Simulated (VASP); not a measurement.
# P in VASP: notebook

The runs below take P through single point, with PBE.

All numbers are computed with VASP 6.6.1; they aren't measurements. Logs are shortened: lines on timing, memory, paths and dates and some standing lists are left out, and cuts for length are marked.

## (1) The cell of the first run

The structure is trigonal, space group R-3m (No. 166). Conventional cell: a = 3.484 Å, b = 3.484 Å, c = 9.329 Å, α = 90.00°, β = 90.00°, γ = 120.00°. Within 3.1 Å of P (site symmetry 3m) lie 6 P at 2.31 to 2.81 Å.

## (2) Single point, PBE

Input file INCAR:

```
PREC = Accurate ; ENCUT = 520
EDIFF = 1E-6 ; ISMEAR = 0
SIGMA = 0.1 ; LREAL = F
LASPH = T ; NELM = 80
ALGO = Normal ; ISIF = 2
LWAVE = F ; LCHARG = F
GGA = PE ; NBANDS = 12
```

Input file KPOINTS:

```
regular mesh
0
Gamma
  6 6 6
```

Input file POSCAR:

```
P
1.0
    1.7418811377      1.0056755437      3.1095308353
   -1.7418811377      1.0056755437      3.1095308353
    0.0000000000     -2.0113510874      3.1095308353
P
2
Direct
    0.2278210901      0.2278210901      0.2278210901
    0.7721789099      0.7721789099      0.7721789099
```

Potentials or basis: VASP PAW PBE potentials, release 64 (P).

Launch:

```console
> cat potpaw_PBE.64/P/POTCAR > POTCAR
> mpirun -np 1 vasp_std > vasp.out
```

OUTCAR:

```text
PREC = Accurate
   ENCUT = 520
   EDIFF = 1E-6
   ISMEAR = 0
   LREAL = F
   LASPH = T
   NELM = 80
   ISIF = 2
   GGA = PE

 ion  position               nearest neighbor table
   1  0.228  0.228  0.228-   2 2.31   2 2.31   2 2.31   2 2.81   2 2.81   2 2.81
   2  0.772  0.772  0.772-   1 2.31   1 2.31   1 2.31   1 2.81   1 2.81   1 2.81

  LATTYP: Found a trigonal (rhomboedric) cell.
 ALAT       =     3.7033383876
 COS(alpha) =     0.5575336636

  Lattice vectors:

 A1 = (   1.7418811377,   1.0056755437,   3.1095308353)
 A2 = (  -1.7418811377,   1.0056755437,   3.1095308353)
 A3 = (   0.0000000000,  -2.0113510874,   3.1095308353)

Analysis of symmetry for initial positions (statically):
=====================================================================
 Subroutine PRICEL returns:
 Original cell was already a primitive cell.

 Routine SETGRP: Setting up the symmetry group for a
 trigonal (rhombohedral) supercell.

 Subroutine GETGRP returns: Found 12 space group operations
 (whereof 12 operations were pure point group operations)
 out of a pool of 12 trial point group operations.

The static configuration has the point symmetry D_3d.

Analysis of symmetry for dynamics (positions and initial velocities):
=====================================================================
 Subroutine PRICEL returns:
 Original cell was already a primitive cell.

 Routine SETGRP: Setting up the symmetry group for a
 trigonal (rhombohedral) supercell.

 Subroutine GETGRP returns: Found 12 space group operations
 (whereof 12 operations were pure point group operations)
 out of a pool of 12 trial point group operations.

The dynamic configuration has the point symmetry D_3d.

 Subroutine INISYM returns: Found 12 space group operations
 (whereof 12 operations are pure point group operations),
 and found     1 'primitive' translations

----------------------------------------------------------------------------------------

                                     Primitive cell

  volume of cell :      32.6830

  direct lattice vectors                    reciprocal lattice vectors
     1.741881138  1.005675544  3.109530835     0.287045993  0.165726081  0.107197308
    -1.741881138  1.005675544  3.109530835    -0.287045993  0.165726081  0.107197308
     0.000000000 -2.011351087  3.109530835     0.000000000 -0.331452162  0.107197308

  length of vectors
     3.703338388  3.703338388  3.703338388     0.348355850  0.348355850  0.348355850

  position of ions in fractional coordinates (direct lattice)
     0.227821090  0.227821090  0.227821090
     0.772178910  0.772178910  0.772178910

  ion indices of the primitive-cell ions
   primitive index   ion index
                 1           1
                 2           2

----------------------------------------------------------------------------------------

 KPOINTS: regular mesh

Automatic generation of k-mesh.
 Grid dimensions read from file:
 generate k-points for:    6    6    6

 Generating k-lattice:

  Cartesian coordinates                     Fractional coordinates (reciprocal lattice)
     0.047840999  0.027621014  0.017866218     0.166666667  0.000000000 -0.000000000
    -0.047840999  0.027621014  0.017866218     0.000000000  0.166666667 -0.000000000
     0.000000000 -0.055242027  0.017866218    -0.000000000 -0.000000000  0.166666667

  Length of vectors
     0.058059308  0.058059308  0.058059308

  Shift w.r.t. Gamma in fractional coordinates (k-lattice)
     0.000000000  0.000000000  0.000000000

 Subroutine IBZKPT returns following result:
 ===========================================

 Found     32 irreducible k-points:

 Following reciprocal coordinates:
            Coordinates               Weight
  0.000000  0.000000  0.000000      1.000000
  0.166667  0.000000  0.000000      6.000000
  0.333333  0.000000  0.000000      6.000000
  0.500000  0.000000  0.000000      3.000000
  0.166667  0.166667  0.000000      6.000000
  0.333333  0.166667  0.000000     12.000000
[... 16 lines left out ...]
  0.500000  0.500000  0.166667      6.000000
 -0.333333  0.500000  0.166667     12.000000
 [... further k-points ...]
   k-points           NKPTS =     32   k-points in BZ     NKDIM =     32   number of bands    NBANDS=     12
   number of dos      NEDOS =    301   number of ions     NIONS =      2
   total plane-waves  NPLWV =  21952
   dimension x,y,z NGX =    28 NGY =   28 NGZ =   28
   dimension x,y,z NGXF=    56 NGYF=   56 NGZF=   56
   ions per type =               2
   NGX,Y,Z   is equivalent  to a cutoff of  12.57, 12.57, 12.57 a.u.
   NGXF,Y,Z  is equivalent  to a cutoff of  25.14, 25.14, 25.14 a.u.
 SYSTEM =  unknown system
   PREC   = accura    normal or accurate (medium, high low for compatibility)
   ISTART =      0    job   : 0-new  1-cont  2-samecut
   ICHARG =      2    charge: 1-file 2-atom 10-const
   ISPIN  =      1    spin polarized calculation?
   LNONCOLLINEAR =      F non collinear calculations
   LSORBIT =      F    spin-orbit coupling
   LASPH  =      T    aspherical Exc in radial PAW
   ENCUT  =  520.0 eV  38.22 Ry    6.18 a.u.   6.89  6.89  6.89*2*pi/ulx,y,z
   NELM   =     80;   NELMIN=  2; NELMDL= -5     # of ELM steps
   EDIFF  = 0.1E-05   stopping-criterion for ELM
   LREAL  =      F    real-space projection
   EDIFFG = 0.1E-04   stopping-criterion for IOM
   NSW    =      0    number of steps for IOM
   IBRION =     -1    ionic relax: 0-MD 1-quasi-New 2-CG
   NFREE  =      0    steps in history (QN), initial steepest desc. (CG)
   ISIF   =      2    stress and relaxation
   ISYM   =      2    0-nonsym 1-usesym 2-fastsym
   POTIM  = 0.5000    time-step for ionic-motion
   TEBEG  =    0.0;   TEEND  =   0.0 temperature during run
   PSTRESS=    0.0 pullay stress
   NELECT =      10.0000    total number of electrons
   NUPDOWN=      -1.0000    fix difference up-down
   EMIN   =  10.00;   EMAX   =-10.00  energy-range for DOS
   EFERMI =   0.00;   METHOD = LEGACY
   ISMEAR =     0;   SIGMA  =   0.10  broadening in eV -4-tet -1-fermi 0-gaus
   EFERMI_NEDOS =   21; number of points for ismear=-14 and -15
   IALGO  =     38    algorithm
   IMIX   =      4    mixing-type and parameters
     AMIX     =   0.40;   BMIX     =  1.00
     AMIX_MAG =   1.60;   BMIX_MAG =  1.00
  volume/ion in A,a.u.               =      16.34       110.28
  Fermi-wavevector in a.u.,A,eV,Ry     =   1.103149  2.084648 16.557429  1.216937
  Thomas-Fermi vector in A             =   2.239602
   LORBIT       =      0    0 simple, 1 ext, 2 COOP (PROOUT), +10 PAW based schemes
   GGA     = PE    functional components
   LHFCALC =     F    Hartree Fock is set to
   AEXX    =    0.0000 exact exchange contribution
   IVDW    =     0    specifies the selected vdW correction
   LEPSILON=     F    determine dielectric tensor
   LRPA    =     F    only Hartree local field effects (RPA)
 non-spin polarized calculation
 Gauss-broadening in eV      SIGMA  =   0.10
  energy-cutoff  :      520.00
  volume of cell :       32.68
 maximum number of plane-waves:       899
   NGX = 13   NGY = 13   NGZ = 13

 number of electron      10.0000001 magnetization

 Free energy of the ion-electron system (eV)
  ---------------------------------------------------
  ext. energy  EPLUGINS =         0.00000000
  ---------------------------------------------------
  free energy    TOTEN  =       -10.67714423 eV

  energy without entropy =      -10.67613682  energy(sigma->0) =      -10.67664053

 E-fermi :   8.9448     XC(G=0): -10.7083

 val. band max:        8.8066601703   @ k =   0.5000   0.5000   0.5000
 cond. band min:       8.9931443966   @ k =   0.5000   0.5000   0.0000
 fundamental gap:      0.1864842263
 Fermi energy:         8.9447863272

 k-point     1 :       0.0000    0.0000    0.0000
  band No.  band energies     occupation
      1      -7.5601      2.00000
      2       5.1609      2.00000
      3       5.7856      2.00000
      4       5.9037      2.00000
      5       5.9037      2.00000
      6      10.2198      0.00000
      7      11.4815      0.00000
      8      11.4815      0.00000
      9      14.4956      0.00000
     10      14.4956      0.00000
     11      15.7632      0.00000
     12      15.8554      0.00000

 k-point     2 :       0.1667    0.0000    0.0000
  band No.  band energies     occupation
      1      -7.1185      2.00000
      2       2.5599      2.00000
      3       5.5931      2.00000
      4       5.6313      2.00000
      5       7.1111      2.00000
      6      10.5381      0.00000
      7      11.0371      0.00000
      8      11.3300      0.00000
      9      13.3579      0.00000
     10      14.1519      0.00000
     11      14.5479      0.00000
     12      18.5748      0.00000

 k-point     3 :       0.3333    0.0000    0.0000
  band No.  band energies     occupation
      1      -5.8198      2.00000
      2      -0.6878      2.00000
      3       5.2244      2.00000
      4       5.4848      2.00000
      5       7.7953      2.00000
      6       9.3505      0.00000
      7       9.7574      0.00000
      8       9.7961      0.00000
      9      15.5207      0.00000
     10      16.1430      0.00000
     11      16.5780      0.00000
     12      22.3612      0.00000

 k-point     4 :       0.5000    0.0000    0.0000
  band No.  band energies     occupation
      1      -4.1553      2.00000
      2      -3.0597      2.00000
      3       5.0673      2.00000
      4       5.5690      2.00000
      5       8.0914      2.00000
      6       8.6105      2.00000
      7       9.0380      0.18722
      8       9.2226      0.00009
      9      17.8084      0.00000
     10      18.6919      0.00000
     11      20.3239      0.00000
     12      20.4192      0.00000

 k-point     5 :       0.1667    0.1667    0.0000
  band No.  band energies     occupation
      1      -7.0077      2.00000
      2       2.7394      2.00000
      3       4.5704      2.00000
      4       5.0356      2.00000
      5       7.6976      2.00000
      6       9.9665      0.00000
      7      10.7189      0.00000
      8      12.4887      0.00000
      9      13.7620      0.00000
     10      15.1602      0.00000
     11      15.4103      0.00000
     12      17.0604      0.00000
[... 228 lines left out ...]
      1      -3.6367      2.00000
      2      -2.2408      2.00000
      3       2.3632      2.00000
      4       2.4436      2.00000
      5       7.3026      2.00000
      6       9.5563      0.00000
      7      12.9008      0.00000
      8      13.8646      0.00000
      9      14.9126      0.00000
     10      16.3842      0.00000
     11      20.8258      0.00000
     12      21.3278      0.00000

 k-point    22 :      -0.1667    0.3333    0.1667
  band No.  band energies     occupation
      1      -4.7251      2.00000
      2      -1.0693      2.00000
      3       2.4350      2.00000
      4       4.0007      2.00000
      5       6.1172      2.00000
      6      10.1687      0.00000
      7      11.6582      0.00000
      8      12.8033      0.00000
      9      15.0200      0.00000
     10      18.0438      0.00000
     11      18.7503      0.00000
     12      20.6748      0.00000

 k-point    23 :       0.5000    0.5000    0.1667
  band No.  band energies     occupation
      1      -4.5617      2.00000
      2      -0.5519      2.00000
      3       1.2798      2.00000
      4       3.8062      2.00000
      5       5.0185      2.00000
      6      10.1226      0.00000
      7      13.0361      0.00000
      8      15.3919      0.00000
      9      15.6734      0.00000
     10      19.4305      0.00000
     11      19.8994      0.00000
     12      19.9315      0.00000

 k-point    24 :      -0.3333    0.5000    0.1667
  band No.  band energies     occupation
      1      -3.5759      2.00000
      2      -1.5614      2.00000
      3       1.2449      2.00000
      4       2.3103      2.00000
      5       6.1449      2.00000
      6      10.8516      0.00000
      7      11.9191      0.00000
      8      15.6460      0.00000
      9      15.9088      0.00000
     10      17.3231      0.00000
     11      20.4156      0.00000
     12      21.8784      0.00000

 [... further k-points ...]
[... 5 lines left out ...]
  --------------------------------------------------------------------------------------
  -------------------------------------------------------------------------------------
  Total       -0.0242668     -0.0242668     -0.0250158      0.0000000      0.0000000      0.0000000
  in kB       -1.1895997     -1.1895997     -1.2263163      0.0000000      0.0000000      0.0000000
  external PRESSURE =      -1.2018385 kB  Pullay stress =       0.0000000 kB

 VOLUME and BASIS-vectors are now :
 -----------------------------------------------------------------------------
  energy-cutoff  :      520.00
  volume of cell :       32.68
      direct lattice vectors                 reciprocal lattice vectors
     1.741881138  1.005675544  3.109530835     0.287045993  0.165726081  0.107197308
    -1.741881138  1.005675544  3.109530835    -0.287045993  0.165726081  0.107197308
     0.000000000 -2.011351087  3.109530835     0.000000000 -0.331452162  0.107197308

 POSITION                                       TOTAL-FORCE (eV/Angst)
 -----------------------------------------------------------------------------------
      0.00000      0.00000      2.12525         0.000000      0.000000     -0.181294
      0.00000      0.00000      7.20334         0.000000     -0.000000      0.181294
 -----------------------------------------------------------------------------------
    total drift:                                0.000000     -0.000000      0.000000

  FREE ENERGIE OF THE ION-ELECTRON SYSTEM (eV)
  ---------------------------------------------------
  free  energy   TOTEN  =       -10.6771442308 eV

  energy  without entropy=      -10.6761368229  energy(sigma->0) =      -10.67664053
```

It took 19 s on 1 thread of Intel Xeon 8259CL, shared host; peak memory 0.15 GiB.

Results:

```yaml
Free_energy: -10.6771 eV
Pressure: -0.1 GPa
Largest_force: 0.181 eV/Å
Band_gap_on_the_k_mesh: zero (band 5 reaches 9.24 eV, above the bottom of band 6 at 8.56 eV)
```

Forces in eV/Å, atoms in the order of the input:
```
P    0.000  0.000 -0.181
P    0.000  0.000  0.181
```

Levels at points of the mesh, in eV from the Fermi level:
| k point | band 1 | band 2 | band 3 | band 4 | band 5 | band 6 | band 7 | band 8 | band 9 | band 10 |
| --- | --- | --- | --- | --- | --- | --- | --- | --- | --- | --- |
| (0.00, 0.00, 0.00) | -16.50 | -3.78 | -3.16 | -3.04 | -3.04 | 1.28 | 2.54 | 2.54 | 5.55 | 5.55 |
| (0.50, 0.00, 0.00) | -13.10 | -12.00 | -3.88 | -3.38 | -0.85 | -0.33 | 0.09 | 0.28 | 8.86 | 9.75 |
| (0.50, 0.50, 0.00) | -12.86 | -10.04 | -7.01 | -5.53 | -5.46 | 0.05 | 5.93 | 7.20 | 8.13 | 8.79 |
| (0.50, 0.50, 0.50) | -14.47 | -11.01 | -2.94 | -2.94 | -0.38 | -0.38 | -0.14 | 1.95 | 8.65 | 9.36 |

Caveat: the k points lie up to 0.36 Å⁻¹ apart.

(Part 1 of 2 ends here.)
